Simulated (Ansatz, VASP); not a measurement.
## One calculation of TiAl3, two programs

```xyz
4
Lattice="3.9557 0.0000 0.0000 0.0000 3.9557 0.0000 0.0000 0.0000 3.9557" Properties=species:S:1:pos:R:3 pbc="T T T"
Ti    0.0000    0.0000    0.0000
Al    1.9778    1.9778    0.0000
Al    1.9778    0.0000    1.9778
Al    0.0000    1.9778    1.9778
```

Alike in both runs: task relaxation of cell and atoms; functional LDA; k mesh 10 × 10 × 10; occupations gaussian, width 0.1 eV; no spin polarisation.

|  | VASP | Ansatz |
| --- | --- | --- |
| version | VASP 6.6.1 | Ansatz 0.2.0 |
| potentials or method | VASP PAW LDA potentials, release 64 (Ti_sv, Al), cutoff 600 eV | scalar-relativistic, plane waves, PAW |
| valence electrons in the cell | 21 | 21 |

Ansatz gave:

- gap on the k mesh at the Fermi level, each at its own relaxed structure (eV): none
- relaxed volume (Å³/atom): 14.96
- relaxed cell length with the largest relative difference (Å): 3.911

Task: What did VASP give for the same quantities?

Result: gap on the k mesh at the Fermi level, each at its own relaxed structure (eV): none; relaxed volume (Å³/atom): 14.98; relaxed cell length with the largest relative difference (Å): 3.913.

LDA's correlation is that of Perdew and Zunger in VASP and of Perdew and Wang (1992) in Ansatz. A gap of «none» marks a metal or a gap that the smearing closes.
